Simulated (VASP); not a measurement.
# Sr (P6_3/mmc) in VASP: notebook, part 2 of 2

VASP 6.6.1. The steps go on from the part before.

**3. Electric field gradients, LDA (volume scaled by 1.02)**

The input, INCAR:

```
  PREC = Accurate
  ENCUT = 520
  EDIFF = 1E-8
  ISMEAR = -1
  SIGMA = 0.08
  LREAL = F
  LASPH = T
  NELM = 80
  ALGO = Normal
  ISIF = 2
  LWAVE = F
  LCHARG = F
  LEFG = T
  NBANDS = 17
```

The input, KPOINTS:

```
Automatic mesh
0
Gamma
  10 10 5
```

The input, POSCAR:

```
Sr
1.0
    4.3385441004      0.0000000000      0.0000000000
   -2.1692720502      3.7572894063      0.0000000000
    0.0000000000      0.0000000000      7.0966901024
Sr
2
Direct
    0.3333333333      0.6666666667      0.2500000000
    0.6666666667      0.3333333333      0.7500000000
```

Potentials or basis: VASP PAW LDA potentials, release 64 (Sr_sv).

On the command line:

```
$ cat potpaw_LDA.64/Sr_sv/POTCAR > POTCAR
$ mpirun -np 1 vasp_std > vasp.out
```

OUTCAR:

```text
PREC = Accurate
   ENCUT = 520
   EDIFF = 1E-8
   ISMEAR = -1
   LREAL = F
   LASPH = T
   NELM = 80
   ISIF = 2

 ion  position               nearest neighbor table
   1  0.333  0.667  0.250-   2 4.34   2 4.34   2 4.34   2 4.34   2 4.34   2 4.34
   2  0.667  0.333  0.750-   1 4.34   1 4.34   1 4.34   1 4.34   1 4.34   1 4.34

  LATTYP: Found a hexagonal cell.
 ALAT       =     4.3385441004
 C/A-ratio  =     1.6357307747

  Lattice vectors:

 A1 = (   4.3385441004,   0.0000000000,   0.0000000000)
 A2 = (  -2.1692720502,   3.7572894063,   0.0000000000)
 A3 = (   0.0000000000,   0.0000000000,   7.0966901024)

Analysis of symmetry for initial positions (statically):
=====================================================================
 Subroutine PRICEL returns:
 Original cell was already a primitive cell.

 Routine SETGRP: Setting up the symmetry group for a
 hexagonal supercell.
[... 669 lines left out ...]
  energy-cutoff  :      520.00
  volume of cell :      115.68
      direct lattice vectors                 reciprocal lattice vectors
     4.338544100  0.000000000  0.000000000     0.230492068  0.133074657  0.000000000
    -2.169272050  3.757289406  0.000000000     0.000000000  0.266149315  0.000000000
     0.000000000  0.000000000  7.096690102     0.000000000  0.000000000  0.140910761

 POSITION                                       TOTAL-FORCE (eV/Angst)
 -----------------------------------------------------------------------------------
     -0.00000      2.50486      1.77417         0.000000     -0.000000      0.000000
      2.16927      1.25243      5.32252        -0.000000      0.000000     -0.000000
 -----------------------------------------------------------------------------------
    total drift:                               -0.000000      0.000000     -0.000000

  FREE ENERGIE OF THE ION-ELECTRON SYSTEM (eV)
  ---------------------------------------------------
  free  energy   TOTEN  =        -3.7006203149 eV

  energy  without entropy=       -3.6405455358  energy(sigma->0) =       -3.67058293

 Electric field gradients (V/A^2)
---------------------------------------------------------------------
 ion       V_xx      V_yy      V_zz      V_xy      V_xz      V_yz
---------------------------------------------------------------------
   1       1.329     1.329    -2.659     0.000     0.000    -0.000
   2       1.329     1.329    -2.659     0.000    -0.000     0.000
---------------------------------------------------------------------

 Electric field gradients after diagonalization (V/A^2)
 (convention: |V_zz| > |V_xx| > |V_yy|)
----------------------------------------------------------------------
 ion       V_xx      V_yy      V_zz     asymmetry (V_yy - V_xx)/ V_zz
----------------------------------------------------------------------
   1       1.329     1.329    -2.659       0.000
   2       1.329     1.329    -2.659       0.000
----------------------------------------------------------------------

           NMR quadrupolar parameters

 Cq : quadrupolar parameter    Cq=e*Q*V_zz/h
 eta: asymmetry parameters     (V_yy - V_xx)/ V_zz
 Q  : nuclear electric quadrupole moment in mb (millibarn)
----------------------------------------------------------------------
 ion       Cq(MHz)       eta       Q (mb)
----------------------------------------------------------------------
   1      -0.006       0.000       1.000
   2      -0.006       0.000       1.000
----------------------------------------------------------------------
```

stdout:

```text
POSCAR found type information on POSCAR Sr
 POSCAR found :  1 types and       2 ions
 scaLAPACK will be used
 LDA part: xc-table for (Slater(with rela. corr.)+CA(PZ))
 , standard interpolation
 POSCAR, INCAR and KPOINTS ok, starting setup
 FFT: planning ... GRIDC
 FFT: planning ... GRID_SOFT
 FFT: planning ... GRID
 WAVECAR not read
 entering main loop
ion   1

ion   2
```

Run time: 34 s. Hardware: 1 thread of AMD EPYC 9R45 (Zen 5), shared host; peak memory 0.19 GiB.

What came out:

```yaml
Free_energy: -3.7006 eV
Pressure: -1.7 GPa
Band_gap_on_the_k_mesh: zero (band 10 reaches 1.38 eV, above the bottom of band 11 at 1.26 eV)
```

Electric field gradients, principal values (V/Å²):
```tsv
atom	least	middle	greatest (by size)
1 Sr	1.329	1.329	-2.659
2 Sr	1.329	1.329	-2.659
```

Caveat: without QUAD_EFG the Cq values of the log hold for a quadrupole moment of 1 mb, not for the nuclei.

**4. Electric field gradients, LDA (equal xx and yy strain of +1 %)**

The input, INCAR:

```
SYSTEM = Sr
PREC = Accurate
ENCUT = 520
EDIFF = 1E-8
ISMEAR = -1
SIGMA = 0.08
LREAL = .False.
LASPH = .True.
NELM = 100
ALGO = Normal
ISIF = 2
LWAVE = .False.
LCHARG = .False.
LEFG = .True.
NBANDS = 17
```

The input, KPOINTS:

```
regular mesh
0
Gamma
  10 10 5
  0 0 0
```

The input, POSCAR:

```
Sr
1.0
    4.3531002229      0.0000000000      0.0000000000
   -2.1765501115      3.7698953782      0.0000000000
    0.0000000000      0.0000000000      7.0500000000
Sr
2
Direct
    0.3333333333      0.6666666667      0.2500000000
    0.6666666667      0.3333333333      0.7500000000
```

Potentials or basis: VASP PAW LDA potentials, release 64 (Sr_sv).

On the command line:

```
$ cat potpaw_LDA.64/Sr_sv/POTCAR > POTCAR
$ mpirun -np 1 vasp_std > vasp.out
```

OUTCAR:

```text
SYSTEM = Sr
   PREC = Accurate
   ENCUT = 520
   EDIFF = 1E-8
   ISMEAR = -1
   LREAL = .False.
   LASPH = .True.
   NELM = 100
   ISIF = 2

 ion  position               nearest neighbor table
   1  0.333  0.667  0.250-   2 4.33   2 4.33   2 4.33   2 4.33   2 4.33   2 4.33
   2  0.667  0.333  0.750-   1 4.33   1 4.33   1 4.33   1 4.33   1 4.33   1 4.33

  LATTYP: Found a hexagonal cell.
 ALAT       =     4.3531002229
 C/A-ratio  =     1.6195354205

  Lattice vectors:

 A1 = (   4.3531002229,   0.0000000000,   0.0000000000)
 A2 = (  -2.1765501115,   3.7698953782,   0.0000000000)
 A3 = (   0.0000000000,   0.0000000000,   7.0500000000)

Analysis of symmetry for initial positions (statically):
=====================================================================
 Subroutine PRICEL returns:
 Original cell was already a primitive cell.

 Routine SETGRP: Setting up the symmetry group for a
 hexagonal supercell.

 Subroutine GETGRP returns: Found 24 space group operations
 (whereof 12 operations were pure point group operations)
[... 669 lines left out ...]
     4.353100223  0.000000000  0.000000000     0.229721336  0.132629675  0.000000000
    -2.176550112  3.769895378  0.000000000     0.000000000  0.265259351  0.000000000
     0.000000000  0.000000000  7.050000000     0.000000000  0.000000000  0.141843972

 POSITION                                       TOTAL-FORCE (eV/Angst)
 -----------------------------------------------------------------------------------
     -0.00000      2.51326      1.76250        -0.000000     -0.000000      0.000000
      2.17655      1.25663      5.28750         0.000000      0.000000      0.000000
 -----------------------------------------------------------------------------------
    total drift:                               -0.000000      0.000000     -0.000000

  FREE ENERGIE OF THE ION-ELECTRON SYSTEM (eV)
  ---------------------------------------------------
  free  energy   TOTEN  =        -3.6999254147 eV

  energy  without entropy=       -3.6393564049  energy(sigma->0) =       -3.66964091

 Electric field gradients (V/A^2)
---------------------------------------------------------------------
 ion       V_xx      V_yy      V_zz      V_xy      V_xz      V_yz
---------------------------------------------------------------------
   1       0.351     0.351    -0.703    -0.000     0.000    -0.000
   2       0.351     0.351    -0.703    -0.000    -0.000     0.000
---------------------------------------------------------------------

 Electric field gradients after diagonalization (V/A^2)
 (convention: |V_zz| > |V_xx| > |V_yy|)
----------------------------------------------------------------------
 ion       V_xx      V_yy      V_zz     asymmetry (V_yy - V_xx)/ V_zz
----------------------------------------------------------------------
   1       0.351     0.351    -0.703       0.000
   2       0.351     0.351    -0.703       0.000
----------------------------------------------------------------------

           NMR quadrupolar parameters

 Cq : quadrupolar parameter    Cq=e*Q*V_zz/h
 eta: asymmetry parameters     (V_yy - V_xx)/ V_zz
 Q  : nuclear electric quadrupole moment in mb (millibarn)
----------------------------------------------------------------------
 ion       Cq(MHz)       eta       Q (mb)
----------------------------------------------------------------------
   1      -0.002       0.000       1.000
   2      -0.002       0.000       1.000
----------------------------------------------------------------------
```

OSZICAR:

```text
N       E                     dE             d eps       ncg     rms          rms(c)
DAV:   1     0.110289037867E+03    0.11029E+03   -0.91607E+03  1428   0.976E+02
DAV:   2     0.483997011046E+01   -0.10545E+03   -0.10383E+03  1815   0.233E+02
DAV:   3    -0.347947042807E+01   -0.83194E+01   -0.82955E+01  2600   0.466E+01
DAV:   4    -0.369799333381E+01   -0.21852E+00   -0.21831E+00  1990   0.651E+00
DAV:   5    -0.370183467974E+01   -0.38413E-02   -0.38410E-02  2323   0.742E-01    0.153E+01
DAV:   6    -0.370078241392E+01    0.10523E-02   -0.13084E-02  1935   0.125E+00    0.856E+00
DAV:   7    -0.369990888613E+01    0.87353E-03   -0.21340E-02  1763   0.156E+00    0.438E-01
DAV:   8    -0.369986140056E+01    0.47486E-04   -0.35248E-03  2470   0.288E-01    0.155E-01
DAV:   9    -0.369990971393E+01   -0.48313E-04   -0.12347E-04  2062   0.587E-02    0.473E-02
DAV:  10    -0.369992491097E+01   -0.15197E-04   -0.14593E-05  1991   0.287E-02    0.952E-03
DAV:  11    -0.369992528547E+01   -0.37450E-06   -0.57681E-07  2334   0.480E-03    0.190E-03
DAV:  12    -0.369992541024E+01   -0.12478E-06   -0.29873E-07  2260   0.262E-03    0.108E-03
DAV:  13    -0.369992541469E+01   -0.44438E-08   -0.16672E-08  1568   0.787E-04
   1 F= -.36999254E+01 E0= -.36696409E+01  d E =-.605690E-01
```

stdout:

```text
POSCAR found type information on POSCAR Sr
 POSCAR found :  1 types and       2 ions
 scaLAPACK will be used
 LDA part: xc-table for (Slater(with rela. corr.)+CA(PZ))
 , standard interpolation
 POSCAR, INCAR and KPOINTS ok, starting setup
 FFT: planning ... GRIDC
 FFT: planning ... GRID_SOFT
 FFT: planning ... GRID
 WAVECAR not read
 entering main loop
ion   1

ion   2
```

Wall time 35 s (1 thread of AMD EPYC 9R45 (Zen 5), shared host); peak memory 0.19 GiB.

What came out:

| Quantity | Value |
| --- | --- |
| Free energy | -3.6999 eV |
| Pressure | -1.7 GPa |
| Band gap on the k mesh | zero (band 10 reaches 1.36 eV, above the bottom of band 11 at 1.25 eV) |

Stress tensor (GPa, compression positive):
```
-1.78  0.00  0.00
 0.00 -1.78  0.00
 0.00  0.00 -1.58
```

Electric field gradients, principal values (V/Å²):
```csv
atom,least,middle,greatest (by size)
1 Sr,0.351,0.351,-0.703
2 Sr,0.351,0.351,-0.703
```

Caveat: the cell differs from its parent crystal (equal xx and yy strain of +1 %); without QUAD_EFG the Cq values of the log hold for a quadrupole moment of 1 mb, not for the nuclei.

**5. Electric field gradients, LDA (equal xx and yy strain of +1 %)**

The input, INCAR:

```
SYSTEM = Sr
  PREC = Accurate
  ENCUT = 520
  EDIFF = 1E-8
  ISMEAR = -1
  SIGMA = 0.08
  LREAL = .FALSE.
  LASPH = .TRUE.
  NELM = 60
  ALGO = Normal
  ISIF = 2
  LWAVE = .FALSE.
  LCHARG = .FALSE.
  GGA = CA
  LEFG = .TRUE.
  NBANDS = 17
```

The input, KPOINTS:

```
regular mesh
0
G
  10 10 5
  0 0 0
```

POSCAR is that of step 4.

Potentials or basis: VASP PAW LDA potentials, release 64 (Sr_sv).

On the command line:

```
$ cat potpaw_LDA.64/Sr_sv/POTCAR > POTCAR
$ mpirun -np 1 vasp_std > vasp.out
```

OUTCAR:

```text
SYSTEM = Sr
   PREC = Accurate
   ENCUT = 520
   EDIFF = 1E-8
   ISMEAR = -1
   LREAL = .FALSE.
   LASPH = .TRUE.
   NELM = 60
   ISIF = 2
   GGA = CA

 ion  position               nearest neighbor table
   1  0.333  0.667  0.250-   2 4.33   2 4.33   2 4.33   2 4.33   2 4.33   2 4.33
   2  0.667  0.333  0.750-   1 4.33   1 4.33   1 4.33   1 4.33   1 4.33   1 4.33

  LATTYP: Found a hexagonal cell.
 ALAT       =     4.3531002229
 C/A-ratio  =     1.6195354205

  Lattice vectors:

 A1 = (   4.3531002229,   0.0000000000,   0.0000000000)
 A2 = (  -2.1765501115,   3.7698953782,   0.0000000000)
 A3 = (   0.0000000000,   0.0000000000,   7.0500000000)

Analysis of symmetry for initial positions (statically):
=====================================================================
 Subroutine PRICEL returns:
 Original cell was already a primitive cell.

 Routine SETGRP: Setting up the symmetry group for a
 hexagonal supercell.
[... 670 lines left out ...]
  volume of cell :      115.70
      direct lattice vectors                 reciprocal lattice vectors
     4.353100223  0.000000000  0.000000000     0.229721336  0.132629675  0.000000000
    -2.176550112  3.769895378  0.000000000     0.000000000  0.265259351  0.000000000
     0.000000000  0.000000000  7.050000000     0.000000000  0.000000000  0.141843972

 POSITION                                       TOTAL-FORCE (eV/Angst)
 -----------------------------------------------------------------------------------
     -0.00000      2.51326      1.76250        -0.000000     -0.000000      0.000000
      2.17655      1.25663      5.28750         0.000000      0.000000      0.000000
 -----------------------------------------------------------------------------------
    total drift:                               -0.000000      0.000000     -0.000000

  FREE ENERGIE OF THE ION-ELECTRON SYSTEM (eV)
  ---------------------------------------------------
  free  energy   TOTEN  =        -3.6999254147 eV

  energy  without entropy=       -3.6393564049  energy(sigma->0) =       -3.66964091

 Electric field gradients (V/A^2)
---------------------------------------------------------------------
 ion       V_xx      V_yy      V_zz      V_xy      V_xz      V_yz
---------------------------------------------------------------------
   1       0.351     0.351    -0.703    -0.000     0.000    -0.000
   2       0.351     0.351    -0.703    -0.000    -0.000     0.000
---------------------------------------------------------------------

 Electric field gradients after diagonalization (V/A^2)
 (convention: |V_zz| > |V_xx| > |V_yy|)
----------------------------------------------------------------------
 ion       V_xx      V_yy      V_zz     asymmetry (V_yy - V_xx)/ V_zz
----------------------------------------------------------------------
   1       0.351     0.351    -0.703       0.000
   2       0.351     0.351    -0.703       0.000
----------------------------------------------------------------------

           NMR quadrupolar parameters

 Cq : quadrupolar parameter    Cq=e*Q*V_zz/h
 eta: asymmetry parameters     (V_yy - V_xx)/ V_zz
 Q  : nuclear electric quadrupole moment in mb (millibarn)
----------------------------------------------------------------------
 ion       Cq(MHz)       eta       Q (mb)
----------------------------------------------------------------------
   1      -0.002       0.000       1.000
   2      -0.002       0.000       1.000
----------------------------------------------------------------------
```

Run time: 36 s. Hardware: 1 thread of AMD EPYC 9R45 (Zen 5), shared host; peak memory 0.19 GiB.

What came out:

```yaml
Free_energy: -3.6999 eV
Pressure: -1.7 GPa
Band_gap_on_the_k_mesh: zero (band 10 reaches 1.36 eV, above the bottom of band 11 at 1.25 eV)
```

Electric field gradients, principal values (V/Å²):
| atom | least | middle | greatest (by size) |
| --- | --- | --- | --- |
| 1 Sr | 0.351 | 0.351 | -0.703 |
| 2 Sr | 0.351 | 0.351 | -0.703 |

Caveat: the cell differs from its parent crystal (equal xx and yy strain of +1 %); without QUAD_EFG the Cq values of the log hold for a quadrupole moment of 1 mb, not for the nuclei.

**6. Overview**

| cell | gap on the mesh (eV) | pressure (GPa) |
| --- | --- | --- |
| a = 4.367, b = 4.367, c = 7.143 Å, angles 90.0, 90.0, 120.0°, 2 atoms | none | -1.9 |
| a = 4.339, b = 4.339, c = 7.097 Å, angles 90.0, 90.0, 120.0°, 2 atoms | none | -1.7 |
| a = 4.353, b = 4.353, c = 7.050 Å, angles 90.0, 90.0, 120.0°, 2 atoms | none | -1.7 |

Alike in all rows: task electric field gradients; level LDA; potentials or basis VASP PAW LDA potentials, release 64 (Sr_sv); no spin polarisation; k mesh 10 × 10 × 5; cutoff (eV) 520; smearing fermi-dirac 0.08 eV.

Absolute energies hang on the potentials; compare differences alone.
